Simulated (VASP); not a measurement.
# AlNi3 (Pm-3m) in VASP: single point with PBE

Aim: the single point of AlNi3 with PBE.

All numbers are computed with VASP 6.6.1; they aren't measurements. Logs are shortened: lines on timing, memory, paths and dates and some standing lists are left out, and cuts for length are marked.

**1. The cell of the first run**

The structure is cubic, space group Pm-3m (No. 221). Conventional cell: a = 3.523 Å, b = 3.523 Å, c = 3.523 Å, α = 90.00°, β = 90.00°, γ = 90.00°. Al (site symmetry m-3m) has 12 Ni at 2.49 Å within 3.3 Å. Within 3.3 Å of Ni (site symmetry 4/mmm) lie 4 Al at 2.49 Å and 8 Ni at 2.49 Å.

**2. Single point, PBE, collinear spin, ferromagnetic start**

INCAR

```
SYSTEM = AlNi3
PREC = Accurate ; ENCUT = 520
EDIFF = 1E-6 ; ISMEAR = -1
SIGMA = 0.03 ; LREAL = .FALSE.
LASPH = .TRUE. ; NELM = 150
ALGO = Normal ; ISIF = 2
LWAVE = .FALSE. ; LCHARG = .TRUE.
ISPIN = 2 ; MAGMOM = 0 1.5 1.5 1.5
LORBIT = 11 ; LMAXMIX = 4
GGA = PE ; LELF = .TRUE.
LVHAR = .TRUE. ; NBANDS = 28
```

KPOINTS

```
Automatic mesh
0
G
  8 8 8
  0 0 0
```

POSCAR

```
AlNi3
1.0
    3.5230547267      0.0000000000      0.0000000000
    0.0000000000      3.5230547267      0.0000000000
    0.0000000000      0.0000000000      3.5230547267
Al Ni
1 3
Direct
    0.0000000000      0.0000000000      0.0000000000
    0.0000000000      0.5000000000      0.5000000000
    0.5000000000      0.0000000000      0.5000000000
    0.5000000000      0.5000000000      0.0000000000
```

Potentials or basis: VASP PAW PBE potentials, release 64 (Al, Ni).

Launch:

```sh
$ cat potpaw_PBE.64/Al/POTCAR potpaw_PBE.64/Ni/POTCAR > POTCAR
$ mpirun -np 1 vasp_std > vasp.out
```

OUTCAR:

```text
SYSTEM = AlNi3
   PREC = Accurate
   ENCUT = 520
   EDIFF = 1E-6
   ISMEAR = -1
   LREAL = .FALSE.
   LASPH = .TRUE.
   NELM = 150
   ISIF = 2
   ISPIN = 2
   LORBIT = 11
   GGA = PE

 ion  position               nearest neighbor table
   1  0.000  0.000  0.000-   2 2.49   3 2.49   4 2.49   2 2.49   3 2.49   2 2.49   4 2.49   2 2.49
                             3 2.49   4 2.49   3 2.49   4 2.49
   2  0.000  0.500  0.500-   1 2.49   3 2.49   4 2.49   1 2.49   4 2.49   1 2.49   3 2.49   1 2.49
                             3 2.49   4 2.49   4 2.49   3 2.49
   3  0.500  0.000  0.500-   1 2.49   2 2.49   4 2.49   1 2.49   4 2.49   2 2.49   4 2.49   4 2.49
                             1 2.49   2 2.49   1 2.49   2 2.49
   4  0.500  0.500  0.000-   1 2.49   2 2.49   3 2.49   2 2.49   3 2.49   1 2.49   3 2.49   3 2.49
                             1 2.49   2 2.49   2 2.49   1 2.49

  LATTYP: Found a simple cubic cell.
 ALAT       =     3.5230547267

  Lattice vectors:

 A1 = (   3.5230547267,   0.0000000000,   0.0000000000)
 A2 = (   0.0000000000,   3.5230547267,   0.0000000000)
 A3 = (   0.0000000000,   0.0000000000,   3.5230547267)

Analysis of symmetry for initial positions (statically):
=====================================================================
 Subroutine PRICEL returns:
 Original cell was already a primitive cell.

 Routine SETGRP: Setting up the symmetry group for a
 simple cubic supercell.

 Subroutine GETGRP returns: Found 48 space group operations
 (whereof 48 operations were pure point group operations)
 out of a pool of 48 trial point group operations.

The static configuration has the point symmetry O_h .

Analysis of symmetry for dynamics (positions and initial velocities):
=====================================================================
 Subroutine PRICEL returns:
 Original cell was already a primitive cell.

 Routine SETGRP: Setting up the symmetry group for a
 simple cubic supercell.

 Subroutine GETGRP returns: Found 48 space group operations
 (whereof 48 operations were pure point group operations)
 out of a pool of 48 trial point group operations.

The dynamic configuration has the point symmetry O_h .

Analysis of structural, dynamic, and magnetic symmetry:
=====================================================================
 Subroutine PRICEL returns:
 Original cell was already a primitive cell.

 Routine SETGRP: Setting up the symmetry group for a
 simple cubic supercell.

 Subroutine GETGRP returns: Found 48 space group operations
 (whereof 48 operations were pure point group operations)
 out of a pool of 48 trial point group operations.

The overall configuration has the point symmetry O_h .

 Subroutine INISYM returns: Found 48 space group operations
 (whereof 48 operations are pure point group operations),
 and found     1 'primitive' translations

----------------------------------------------------------------------------------------

                                     Primitive cell

  volume of cell :      43.7279

  direct lattice vectors                    reciprocal lattice vectors
     3.523054727  0.000000000  0.000000000     0.283844583  0.000000000  0.000000000
     0.000000000  3.523054727  0.000000000     0.000000000  0.283844583  0.000000000
     0.000000000  0.000000000  3.523054727     0.000000000  0.000000000  0.283844583

  length of vectors
     3.523054727  3.523054727  3.523054727     0.283844583  0.283844583  0.283844583

  position of ions in fractional coordinates (direct lattice)
     0.000000000  0.000000000  0.000000000
     0.000000000  0.500000000  0.500000000
     0.500000000  0.000000000  0.500000000
     0.500000000  0.500000000  0.000000000

  ion indices of the primitive-cell ions
   primitive index   ion index
                 1           1
                 2           2
                 3           3
                 4           4

----------------------------------------------------------------------------------------

 KPOINTS: Automatic mesh

Automatic generation of k-mesh.
 Grid dimensions read from file:
 generate k-points for:    8    8    8

 Generating k-lattice:

  Cartesian coordinates                     Fractional coordinates (reciprocal lattice)
     0.035480573  0.000000000  0.000000000     0.125000000  0.000000000  0.000000000
     0.000000000  0.035480573  0.000000000     0.000000000  0.125000000  0.000000000
     0.000000000  0.000000000  0.035480573     0.000000000  0.000000000  0.125000000

  Length of vectors
     0.035480573  0.035480573  0.035480573

  Shift w.r.t. Gamma in fractional coordinates (k-lattice)
     0.000000000  0.000000000  0.000000000

 Subroutine IBZKPT returns following result:
 ===========================================

 Found     35 irreducible k-points:

 Following reciprocal coordinates:
            Coordinates               Weight
  0.000000  0.000000  0.000000      1.000000
  0.125000  0.000000  0.000000      6.000000
  0.250000  0.000000  0.000000      6.000000
  0.375000  0.000000  0.000000      6.000000
  0.500000  0.000000  0.000000      3.000000
  0.125000  0.125000  0.000000     12.000000
[... 16 lines left out ...]
  0.375000  0.375000  0.125000     24.000000
  0.500000  0.375000  0.125000     24.000000
 [... further k-points ...]
   k-points           NKPTS =     35   k-points in BZ     NKDIM =     35   number of bands    NBANDS=     28
   number of dos      NEDOS =    301   number of ions     NIONS =      4
   total plane-waves  NPLWV =  21952
   dimension x,y,z NGX =    28 NGY =   28 NGZ =   28
   dimension x,y,z NGXF=    56 NGYF=   56 NGZF=   56
   ions per type =               1   3
   NGX,Y,Z   is equivalent  to a cutoff of  13.21, 13.21, 13.21 a.u.
   NGXF,Y,Z  is equivalent  to a cutoff of  26.43, 26.43, 26.43 a.u.
 SYSTEM =  AlNi3
   PREC   = accura    normal or accurate (medium, high low for compatibility)
   ISTART =      0    job   : 0-new  1-cont  2-samecut
   ICHARG =      2    charge: 1-file 2-atom 10-const
   ISPIN  =      2    spin polarized calculation?
   LNONCOLLINEAR =      F non collinear calculations
   LSORBIT =      F    spin-orbit coupling
   LASPH  =      T    aspherical Exc in radial PAW
   ENCUT  =  520.0 eV  38.22 Ry    6.18 a.u.   6.55  6.55  6.55*2*pi/ulx,y,z
   NELM   =    150;   NELMIN=  2; NELMDL= -5     # of ELM steps
   EDIFF  = 0.1E-05   stopping-criterion for ELM
   LREAL  =      F    real-space projection
   EDIFFG = 0.1E-04   stopping-criterion for IOM
   NSW    =      0    number of steps for IOM
   IBRION =     -1    ionic relax: 0-MD 1-quasi-New 2-CG
   NFREE  =      0    steps in history (QN), initial steepest desc. (CG)
   ISIF   =      2    stress and relaxation
   ISYM   =      2    0-nonsym 1-usesym 2-fastsym
   POTIM  = 0.5000    time-step for ionic-motion
   TEBEG  =    0.0;   TEEND  =   0.0 temperature during run
   PSTRESS=    0.0 pullay stress
   NELECT =      33.0000    total number of electrons
   NUPDOWN=      -1.0000    fix difference up-down
   EMIN   =  10.00;   EMAX   =-10.00  energy-range for DOS
   EFERMI =   0.00;   METHOD = LEGACY
   ISMEAR =    -1;   SIGMA  =   0.03  broadening in eV -4-tet -1-fermi 0-gaus
   EFERMI_NEDOS =   21; number of points for ismear=-14 and -15
   IALGO  =     38    algorithm
   IMIX   =      4    mixing-type and parameters
     AMIX     =   0.40;   BMIX     =  1.00
     AMIX_MAG =   1.60;   BMIX_MAG =  1.00
  volume/ion in A,a.u.               =      10.93        73.77
  Fermi-wavevector in a.u.,A,eV,Ry     =   1.490482  2.816603 30.225843  2.221537
  Thomas-Fermi vector in A             =   2.603258
   LORBIT       =     11    0 simple, 1 ext, 2 COOP (PROOUT), +10 PAW based schemes
   GGA     = PE    functional components
   LHFCALC =     F    Hartree Fock is set to
   AEXX    =    0.0000 exact exchange contribution
   IVDW    =     0    specifies the selected vdW correction
   LEPSILON=     F    determine dielectric tensor
   LRPA    =     F    only Hartree local field effects (RPA)
 spin polarized calculation
  energy-cutoff  :      520.00
  volume of cell :       43.73
 maximum number of plane-waves:      1208
 NGX is ok and might be reduce to    28
   NGX = 13   NGY = 13   NGZ = 13

 number of electron      32.9999980 magnetization       0.7142475

 Free energy of the ion-electron system (eV)
  ---------------------------------------------------
  ext. energy  EPLUGINS =         0.00000000
  ---------------------------------------------------
  free energy    TOTEN  =       -21.86239185 eV

  energy without entropy =      -21.85124171  energy(sigma->0) =      -21.85681678

 E-fermi :   9.9305     XC(G=0): -12.8540

 val. band max:        9.9276737432   @ k =   0.2500   0.2500   0.0000
 cond. band min:       9.9460639125   @ k =   0.0000   0.0000   0.0000
 fundamental gap:      0.0183901693
 Fermi energy:         9.9305479532

 spin component 1

 k-point     1 :       0.0000    0.0000    0.0000
  band No.  band energies     occupation
      1      -0.2350      1.00000
      2       5.4530      1.00000
      3       6.1383      1.00000
      4       6.1383      1.00000
      5       6.5017      1.00000
      6       6.5017      1.00000
[... 20 lines left out ...]
     27      24.1632      0.00000
     28      24.1632      0.00000

 k-point     2 :       0.1250    0.0000    0.0000
  band No.  band energies     occupation
      1      -0.0401      1.00000
      2       5.5071      1.00000
      3       6.0259      1.00000
      4       6.2612      1.00000
      5       6.5349      1.00000
      6       6.5349      1.00000
[... 20 lines left out ...]
     27      23.5418      0.00000
     28      23.5418      0.00000

 k-point     3 :       0.2500    0.0000    0.0000
  band No.  band energies     occupation
      1       0.5341      1.00000
      2       5.2342      1.00000
      3       5.9425      1.00000
      4       6.5972      1.00000
      5       6.6251      1.00000
      6       6.6251      1.00000
[... 616 lines left out ...]
      3       5.2526      1.00000
      4       6.6507      1.00000
      5       6.8036      1.00000
      6       7.0543      1.00000
[... 20 lines left out ...]
     27      24.1494      0.00000
     28      26.1095      0.00000

 k-point    24 :       0.5000    0.3750    0.1250
  band No.  band energies     occupation
      1       3.7132      1.00000
      2       4.5837      1.00000
      3       5.4755      1.00000
      4       6.5894      1.00000
      5       6.8353      1.00000
      6       7.1728      1.00000
[... 20 lines left out ...]
     27      24.9994      0.00000
     28      25.2632      0.00000

 [... further k-points ...]

 spin component 2

 k-point     1 :       0.0000    0.0000    0.0000
  band No.  band energies     occupation
      1      -0.2642      1.00000
      2       5.5314      1.00000
      3       6.2908      1.00000
      4       6.2908      1.00000
      5       6.7879      1.00000
      6       6.7879      1.00000
[... 20 lines left out ...]
     27      24.1625      0.00000
     28      24.1625      0.00000

 k-point     2 :       0.1250    0.0000    0.0000
  band No.  band energies     occupation
      1      -0.0693      1.00000
      2       5.5828      1.00000
      3       6.1605      1.00000
      4       6.4168      1.00000
      5       6.8127      1.00000
      6       6.8127      1.00000
[... 20 lines left out ...]
     27      23.5381      0.00000
     28      23.5381      0.00000

 k-point     3 :       0.2500    0.0000    0.0000
  band No.  band energies     occupation
      1       0.5049      1.00000
      2       5.2800      1.00000
      3       6.0464      1.00000
      4       6.7616      1.00000
      5       6.8759      1.00000
      6       6.8759      1.00000
[... 616 lines left out ...]
      3       5.3014      1.00000
      4       6.7706      1.00000
      5       6.9386      1.00000
      6       7.2813      1.00000
[... 20 lines left out ...]
     27      24.1274      0.00000
     28      26.1253      0.00000

 k-point    24 :       0.5000    0.3750    0.1250
  band No.  band energies     occupation
      1       3.6987      1.00000
      2       4.6057      1.00000
      3       5.5490      1.00000
      4       6.7170      1.00000
      5       6.9431      1.00000
      6       7.4036      1.00000
[... 20 lines left out ...]
     27      24.9746      0.00000
     28      25.2895      0.00000

 [... further k-points ...]

------------------------ aborting loop because EDIFF is reached ----------------------------------------

  FORCE on cell =-STRESS in cart. coord.  units (eV):
  Direction    XX          YY          ZZ          XY          YZ          ZX
  --------------------------------------------------------------------------------------
  -------------------------------------------------------------------------------------
  Total        2.0139541      2.0139541      2.0139541     -0.0000000      0.0000000     -0.0000000
  in kB       73.7907584     73.7907584     73.7907584     -0.0000000      0.0000000     -0.0000000
  external PRESSURE =      73.7907584 kB  Pullay stress =       0.0000000 kB

 VOLUME and BASIS-vectors are now :
 -----------------------------------------------------------------------------
  energy-cutoff  :      520.00
  volume of cell :       43.73
      direct lattice vectors                 reciprocal lattice vectors
     3.523054727  0.000000000  0.000000000     0.283844583  0.000000000  0.000000000
     0.000000000  3.523054727  0.000000000     0.000000000  0.283844583  0.000000000
     0.000000000  0.000000000  3.523054727     0.000000000  0.000000000  0.283844583

 POSITION                                       TOTAL-FORCE (eV/Angst)
 -----------------------------------------------------------------------------------
      0.00000      0.00000      0.00000         0.000000      0.000000      0.000000
      0.00000      1.76153      1.76153         0.000000      0.000000      0.000000
      1.76153      0.00000      1.76153         0.000000      0.000000      0.000000
      1.76153      1.76153      0.00000         0.000000      0.000000      0.000000
 -----------------------------------------------------------------------------------
    total drift:                                0.000000      0.000000      0.000000

  FREE ENERGIE OF THE ION-ELECTRON SYSTEM (eV)
  ---------------------------------------------------
  free  energy   TOTEN  =       -21.8623918484 eV

  energy  without entropy=      -21.8512417093  energy(sigma->0) =      -21.85681678

 total charge

# of ion       s       p       d       tot
------------------------------------------
    1        0.413   0.405   0.000   0.818
    2        0.507   0.546   8.395   9.448
    3        0.507   0.546   8.395   9.448
    4        0.507   0.546   8.395   9.448
--------------------------------------------------
tot          1.934   2.042  25.186  29.162

 magnetization (x)

# of ion       s       p       d       tot
------------------------------------------
    1       -0.001  -0.008   0.000  -0.009
    2       -0.003  -0.010   0.266   0.254
    3       -0.003  -0.010   0.266   0.254
    4       -0.003  -0.010   0.266   0.254
--------------------------------------------------
tot         -0.010  -0.037   0.799   0.752
```

Wall time 51 s (1 thread of AMD EPYC 9R45 (Zen 5), shared host); peak memory 0.18 GiB.

Results:

```yaml
Free_energy: -21.8624 eV
Pressure: 7.4 GPa
Net_moment: 0.71 μB per cell
Site_moments: Al -0.01; Ni +0.25 μB
Valence_electrons_inside_the_program's_atomic_spheres: Al 0.82; Ni 9.45
```
